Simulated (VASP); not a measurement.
# Cu: single point with PBEsol+D3(BJ)

Crystal: Cu.

```
CELL_PARAMETERS angstrom
0.00000 1.78307 1.78307
1.78307 0.00000 1.78307
1.78307 1.78307 0.00000
ATOMIC_POSITIONS crystal
Cu 0.00000 0.00000 0.00000
```

```json
{
 "Program": "VASP 6.6.1",
 "Task": "single point",
 "Functional": "PBEsol",
 "Dispersion": "D3(BJ)",
 "Potentials or basis": "VASP PAW PBE potentials, release 64 (Cu)",
 "Cutoff": "600 eV",
 "k mesh": "13 × 13 × 13",
 "Occupations": "fermi-dirac, width 0.05 eV",
 "Spin": "no spin polarisation"
}
```

```json
{
 "Pressure": "-7.5 GPa",
 "Dispersion energy per atom": "-0.546 eV"
}
```

Levels at points of the mesh, in eV from the Fermi level:
```
           k point  band 4  band 5  band 6  band 7  band 8  band 9
(0.00, 0.00, 0.00)   -3.33   -2.45   -2.45   22.74   25.67   25.67
```

It took 7 s on 1 thread of AMD EPYC 9R45 96-Core Processor (Zen 5), on a shared host, peak memory 0.11 GiB.

Caveat: the PAW data sets were made with another functional, which shifts forces and pressure a little; pairwise dispersion overbinds metals, which lowers pressure and volume.
